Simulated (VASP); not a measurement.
Input of a VASP 6.6.1 run:

The input INCAR:

```
ALGO = Normal ; EDIFF = 1E-6
ENCUT = 520 ; GGA = PE
ISIF = 2 ; ISMEAR = -1
LASPH = T ; LCHARG = F
LREAL = F ; LWAVE = F
NBANDS = 16 ; NELM = 80
PREC = Accurate ; SIGMA = 0.05
```

Contents of KPOINTS:

```
k-points
0
Gamma
  7 7 5
```

POSCAR

```
Te
1.0
    4.5219727841      0.0000000000      0.0000000000
   -2.2609863921      3.9161433063      0.0000000000
    0.0000000000      0.0000000000      5.9537835222
Te
3
Direct
    0.7319885369      0.7319885369      0.0000000000
    0.0000000000      0.2680114631      0.6666666667
    0.2680114631      0.0000000000      0.3333333333
```

Potentials or basis: VASP PAW PBE potentials, release 64 (Te).

Command:

```sh
$ cat potpaw_PBE.64/Te/POTCAR > POTCAR
$ mpirun -np 1 vasp_std > vasp.out
```

(1) Predict the largest force.

(2) Predict the pressure.

(3) Predict the band gap on the k mesh.

## Answers

(1) 0.008 eV/Å.

(2) 0.0 GPa.

(3) 0.62 eV, indirect (least direct gap 0.80 eV).

Caveat: spin-orbit coupling is left out, which moves the levels of the heavy elements.
